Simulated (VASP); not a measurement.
# RbBr in VASP: notebook, part 2 of 2

VASP 6.6.1.

### Step 3. Single point, PBEsol, non-collinear spin, zero start, spin-orbit coupling (equal xy, yz and zx engineering shears of -0.5 %)

INCAR

```
SYSTEM = RbBr
ALGO = Normal
EDIFF = 1E-6
ENCUT = 520
GGA = PS
GGA_COMPAT = .FALSE.
ISIF = 2
ISMEAR = 0
LASPH = .TRUE.
LCHARG = .FALSE.
LNONCOLLINEAR = .TRUE.
LORBIT = 11
LORBMOM = .TRUE.
LREAL = .FALSE.
LSORBIT = .TRUE.
LWAVE = .FALSE.
MAGMOM = 0 0 0 0 0 0
NBANDS = 28
NELM = 150
PREC = Accurate
SIGMA = 0.01
```

KPOINTS

```
k-points
0
G
  6 6 6
  0 0 0
```

POSCAR

```
RbBr
1.0
   -0.0171246174      3.4163611615      3.4163611615
    3.4163611615     -0.0171246174      3.4163611615
    3.4163611615      3.4163611615     -0.0171246174
Rb Br
1 1
Direct
    0.0000000000      0.0000000000      0.0000000000
    0.5000000000      0.5000000000      0.5000000000
```

Potentials or basis: VASP PAW PBE potentials, release 64 (Rb_sv, Br).

Launch:

```sh
cat potpaw_PBE.64/Rb_sv/POTCAR potpaw_PBE.64/Br/POTCAR > POTCAR
mpirun -np 1 vasp_ncl > vasp.out
```

OUTCAR:

```text
SYSTEM = RbBr
   EDIFF = 1E-6
   ENCUT = 520
   GGA = PS
   ISIF = 2
   ISMEAR = 0
   LASPH = .TRUE.
   LNONCOLLINEAR = .TRUE.
   LORBIT = 11
   LREAL = .FALSE.
   LSORBIT = .TRUE.
   NELM = 150
   PREC = Accurate

 ion  position               nearest neighbor table
   1  0.000  0.000  0.000-   2 3.42   2 3.42   2 3.42   2 3.42   2 3.42   2 3.42
   2  0.500  0.500  0.500-   1 3.42   1 3.42   1 3.42   1 3.42   1 3.42   1 3.42

  LATTYP: Found a trigonal (rhomboedric) cell.
 ALAT       =     4.8314946367
 COS(alpha) =     0.4949812503

  Lattice vectors:

 A1 = (  -0.0171246174,   3.4163611615,   3.4163611615)
 A2 = (   3.4163611615,  -0.0171246174,   3.4163611615)
 A3 = (   3.4163611615,   3.4163611615,  -0.0171246174)

Analysis of symmetry for initial positions (statically):
=====================================================================
 Subroutine PRICEL returns:
 Original cell was already a primitive cell.

 Routine SETGRP: Setting up the symmetry group for a
 trigonal (rhombohedral) supercell.

 Subroutine GETGRP returns: Found 12 space group operations
 (whereof 12 operations were pure point group operations)
 out of a pool of 12 trial point group operations.

The static configuration has the point symmetry D_3d.

Analysis of symmetry for dynamics (positions and initial velocities):
=====================================================================
 Subroutine PRICEL returns:
 Original cell was already a primitive cell.

 Routine SETGRP: Setting up the symmetry group for a
 trigonal (rhombohedral) supercell.

 Subroutine GETGRP returns: Found 12 space group operations
 (whereof 12 operations were pure point group operations)
 out of a pool of 12 trial point group operations.

The dynamic configuration has the point symmetry D_3d.

Analysis of structural, dynamic, and magnetic symmetry:
=====================================================================
 Subroutine PRICEL returns:
 Original cell was already a primitive cell.

 Routine SETGRP: Setting up the symmetry group for a
[... 957 lines left out ...]
  1         0.000  -0.000   0.000
  2         0.000  -0.000  -0.000
 ----------------------------------------
            0.000  -0.000   0.000

 orbital moment (z)

 # of ion     p       d       tot
 ----------------------------------------
  1         0.000   0.000   0.000
  2         0.000   0.000   0.000
 ----------------------------------------
            0.000   0.000   0.000

 Spin-Orbit-Coupling matrix elements

 Ion:    1  E_soc:     -0.0532358
 l=   1
     0.0000000    -0.0088633    -0.0088633
    -0.0088633     0.0000000    -0.0088633
    -0.0088633    -0.0088633     0.0000000
 l=   2
     0.0000000     0.0000009     0.0000000     0.0000009    -0.0000102
     0.0000009     0.0000000    -0.0000076     0.0000009    -0.0000025
     0.0000000    -0.0000076     0.0000000    -0.0000076     0.0000000
     0.0000009     0.0000009    -0.0000076     0.0000000    -0.0000025
    -0.0000102    -0.0000025     0.0000000    -0.0000025     0.0000000
 l=   3
     0.0000000     0.0000000     0.0000000     0.0000000     0.0000000     0.0000000     0.0000000
     0.0000000     0.0000000     0.0000000     0.0000000     0.0000000     0.0000000     0.0000000
     0.0000000     0.0000000     0.0000000     0.0000000     0.0000000     0.0000000     0.0000000
     0.0000000     0.0000000     0.0000000     0.0000000     0.0000000     0.0000000     0.0000000
     0.0000000     0.0000000     0.0000000     0.0000000     0.0000000     0.0000000     0.0000000
     0.0000000     0.0000000     0.0000000     0.0000000     0.0000000     0.0000000     0.0000000
     0.0000000     0.0000000     0.0000000     0.0000000     0.0000000     0.0000000     0.0000000

 Ion:    2  E_soc:     -0.0520176
 l=   1
     0.0000000    -0.0086692    -0.0086692
    -0.0086692     0.0000000    -0.0086692
    -0.0086692    -0.0086692     0.0000000
 l=   2
     0.0000000    -0.0000000     0.0000000    -0.0000000    -0.0000004
    -0.0000000     0.0000000    -0.0000003    -0.0000000    -0.0000001
     0.0000000    -0.0000003     0.0000000    -0.0000003     0.0000000
    -0.0000000    -0.0000000    -0.0000003     0.0000000    -0.0000001
    -0.0000004    -0.0000001     0.0000000    -0.0000001     0.0000000
 l=   3
     0.0000000     0.0000000     0.0000000     0.0000000     0.0000000     0.0000000     0.0000000
     0.0000000     0.0000000     0.0000000     0.0000000     0.0000000     0.0000000     0.0000000
     0.0000000     0.0000000     0.0000000     0.0000000     0.0000000     0.0000000     0.0000000
     0.0000000     0.0000000     0.0000000     0.0000000     0.0000000     0.0000000     0.0000000
     0.0000000     0.0000000     0.0000000     0.0000000     0.0000000     0.0000000     0.0000000
     0.0000000     0.0000000     0.0000000     0.0000000     0.0000000     0.0000000     0.0000000
     0.0000000     0.0000000     0.0000000     0.0000000     0.0000000     0.0000000     0.0000000

 total charge

# of ion       s       p       d       tot
------------------------------------------
    1        1.938   5.350   0.024   7.312
    2        1.592   3.278   0.001   4.872
--------------------------------------------------
tot          3.530   8.629   0.025  12.184

 magnetization (x)

# of ion       s       p       d       tot
------------------------------------------
    1        0.000   0.000   0.000   0.000
    2        0.000  -0.000   0.000  -0.000
--------------------------------------------------
tot          0.000  -0.000   0.000  -0.000

 magnetization (y)

# of ion       s       p       d       tot
------------------------------------------
    1        0.000   0.000   0.000   0.000
    2        0.000   0.000   0.000   0.000
--------------------------------------------------
tot          0.000   0.000   0.000   0.000

 magnetization (z)

# of ion       s       p       d       tot
------------------------------------------
    1        0.000   0.000   0.000   0.000
    2        0.000   0.000   0.000   0.000
--------------------------------------------------
tot          0.000   0.000   0.000   0.000
```

stdout:

```text
POSCAR found type information on POSCAR RbBr
 POSCAR found :  2 types and       2 ions
 scaLAPACK will be used
 -----------------------------------------------------------------------------
|                                                                             |
|                                                                             |
|     You enforced a specific xc type in the INCAR file but a different       |
|     I HOPE YOU KNOW WHAT YOU ARE DOING!                                     |
|                                                                             |
 -----------------------------------------------------------------------------

 LDA part: xc-table for (Slater+PW92), standard interpolation
 POSCAR, INCAR and KPOINTS ok, starting setup
 FFT: planning ... GRIDC
 FFT: planning ... GRID_SOFT
 FFT: planning ... GRID
 WAVECAR not read
 entering main loop
```

Wall time 2.2 min (1 thread of Intel Xeon Platinum 8259CL at 2.50GHz (Skylake/Cascade Lake), shared host); peak memory 0.43 GiB.

What came out:

```yaml
Free_energy: -6.4079 eV
Pressure: 0.0 GPa
Net_moment: 0.00 μB per cell
Valence_electrons_inside_the_program's_atomic_spheres: Rb 7.31; Br 4.87
```

Moments on the atoms (μB; x, y, z):
```
Rb  0.00 0.00 0.00
Br  0.00 0.00 0.00
```

Caveat: the cell differs from its parent crystal (equal xy, yz and zx engineering shears of -0.5 %); the PAW data sets were made with another functional, which shifts forces and pressure a little.
